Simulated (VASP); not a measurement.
Set up this calculation in VASP 6.6.1, as the native input.

| Quantity | Value |
| --- | --- |
| Task | relaxation of cell and atoms |
| Functional | PBE |
| Potentials or basis | VASP PAW PBE potentials, release 64 (Cl) |
| Cutoff | 600 eV |
| k mesh | 16 × 16 × 16 |
| Occupations | fermi-dirac, width 0.02 eV |
| Spin | no spin polarisation |
| Target pressure | 60 GPa |
| Dipole correction | no |
| Further INCAR settings | ALGO = Normal; EDIFF = 1e-07; IBRION = 2; EDIFFG = -0.01; NSW = 80; ISIF = 3 |

The structure of Cl lies in POSCAR:

```
Cl
1.0
    2.9100000000      0.0000000000      0.0000000000
    0.0000000000      2.9100000000      0.0000000000
    0.0000000000      0.0000000000      2.9100000000
Cl
1
Direct
    0.0000000000      0.0000000000      0.0000000000
```

The input as run:

INCAR

```
PREC     = Accurate       # precision mode
ENCUT    = 600            # plane-wave cutoff, eV
EDIFF    = 1E-7           # SCF threshold, eV
ISMEAR   = -1             # smearing method
SIGMA    = 0.02           # smearing width, eV
LREAL    = False          # projectors in reciprocal space
LASPH    = True           # aspherical terms in the spheres
NELM     = 60             # most SCF steps
ALGO     = Normal         # electronic algorithm
ISIF     = 3              # what is computed and relaxed
LWAVE    = False          # write WAVECAR
LCHARG   = False          # write CHGCAR
GGA      = PE             # functional
IBRION   = 2              # ionic algorithm
NSW      = 80             # ionic steps
EDIFFG   = -0.01          # ionic threshold
PSTRESS  = 600.0
```

KPOINTS

```
regular mesh
0
Gamma
  16 16 16
```

Potentials or basis: VASP PAW PBE potentials, release 64 (Cl).

Command:

```console
$ cat potpaw_PBE.64/Cl/POTCAR > POTCAR
$ mpirun -np 1 vasp_std > vasp.out
```

It gave:

- Relaxed volume: 14.13 Å³/atom
- Relaxed cell: a = 2.418 Å, b = 2.418 Å, c = 2.418 Å, α = 90.00°, β = 90.00°, γ = 90.00°
- Space group after relaxing (to 0.05 Å): Pm-3m (No. 221)
- Energy change on relaxing (the enthalpy is what falls): +1061.2 meV/atom
- Ionic steps: 18
- Pressure after relaxing: 60.0 GPa

Caveat: the cell is relaxed towards a set pressure, so the enthalpy falls and the energy may rise; the volume moved by over 15 % at a fixed basis, so the end points are rough; an odd number of electrons without spin polarisation forces a metal; a magnetic or distorted state may lie lower.

It took 2.4 min on 1 thread of Intel(R) Xeon(R) Platinum 8375C CPU @ 2.90GHz (Ice Lake), on a shared host, peak memory 0.16 GiB.
